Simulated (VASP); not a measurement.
Write the native input for VASP 6.6.1 that does the following.

| Quantity | Value |
| --- | --- |
| Task | single point |
| Functional | LDA |
| Potentials or basis | VASP PAW LDA potentials, release 64 (Mg_sv, O) |
| Cutoff | 750 eV |
| k mesh | 9 × 9 × 8 |
| Occupations | gaussian, width 0.05 eV |
| Spin | no spin polarisation |
| Dipole correction | no |
| Mended | yes |
| Further INCAR settings | ALGO = Normal; EDIFF = 1e-06; NBANDS = 15 |

The structure of MgO lies in POSCAR:

```
MgO
1.0
    3.0261615305      0.0000000000      0.0000000000
   -1.5130807653      2.6207327614      0.0000000000
    0.0000000000      0.0000000000      2.6796800000
Mg O
1 1
Direct
    0.0000000000      0.0000000000      0.0000000000
    0.3333333333      0.6666666667      0.5000000000
```

This cell differs from its parent crystal: strain +0.030 along x and y, +0.000 along z.

One way to write it, as run:

INCAR

```
SYSTEM = MgO
PREC     = Accurate       ! precision mode
ENCUT    = 750            ! plane-wave cutoff, eV
EDIFF    = 1E-6           ! SCF threshold, eV
ISMEAR   = 0              ! smearing method
SIGMA    = 0.05           ! smearing width, eV
LREAL    = .False.        ! projectors in reciprocal space
LASPH    = .True.         ! aspherical terms in the spheres
NELM     = 120            ! most SCF steps
ALGO     = Normal         ! electronic algorithm
ISIF     = 2              ! what is computed and relaxed
LWAVE    = .False.        ! write WAVECAR
LCHARG   = .True.         ! write CHGCAR
GGA      = CA             ! functional
LELF     = .True.         ! ELF
LVHAR    = .True.       
NBANDS   = 15             ! bands
GGA_COMPAT= .False.
```

KPOINTS

```
regular mesh
0
Gamma
  9 9 8
  0 0 0
```

Potentials or basis: VASP PAW LDA potentials, release 64 (Mg_sv, O).

The run is started by

```sh
$ cat potpaw_LDA.64/Mg_sv/POTCAR potpaw_LDA.64/O/POTCAR > POTCAR
$ mpirun -np 1 vasp_std > vasp.out
```

Results of the run:

```
Pressure               : -15.2 GPa
Band gap on the k mesh : 2.36 eV (least direct gap 2.70 eV)
```

Caveat: the cell differs from its parent crystal (strain +0.030 along x and y, +0.000 along z); the cell stands under tension; an odd mesh through Γ misses points on the zone boundary, where band edges can lie.

Run time: 9.4 s on 1 thread of Intel(R) Xeon(R) 6975P-C (Granite Rapids), on a shared host, peak memory 0.15 GiB.
